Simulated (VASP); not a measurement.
A run of VASP 6.6.1:

Contents of INCAR:

```
SYSTEM = GaN
  PREC = Accurate
  ENCUT = 520
  EDIFF = 1E-7
  ISMEAR = 0
  SIGMA = 0.05
  LREAL = .False.
  LASPH = .True.
  NELM = 60
  ALGO = Normal
  ISIF = 2
  LWAVE = .False.
  LCHARG = .True.
  GGA = PE
  LELF = .True.
  LVHAR = .True.
  NBANDS = 26
```

File KPOINTS:

```
regular mesh
0
Gamma
  12 12 6
  0 0 0
```

The input POSCAR:

```
GaN
1.0
    3.1004996690      0.0000000000      0.0000000000
   -1.5502498345      2.6851114777      0.0000000000
    0.0000000000      0.0000000000      5.4243000000
Ga N
2 2
Direct
    0.3333333333      0.6666666667      0.0000000000
    0.6666666667      0.3333333333      0.5000000000
    0.3333333333      0.6666666667      0.3750000000
    0.6666666667      0.3333333333      0.8750000000
```

Potentials or basis: VASP PAW PBE potentials, release 64 (Ga_d, N).

Command:

```console
$ cat potpaw_PBE.64/Ga_d/POTCAR potpaw_PBE.64/N/POTCAR > POTCAR
$ mpirun -np 1 vasp_std > vasp.out
```

Hardware: 1 thread of Intel(R) Xeon(R) Platinum 8488C (Sapphire Rapids), with other jobs on the host.

Task: Estimate the wall time of this run.

Result: It took 80 s on 1 thread of Intel(R) Xeon(R) Platinum 8488C (Sapphire Rapids), on a shared host, peak memory 0.2 GiB. Counts: scf iterations 14, k points 76.
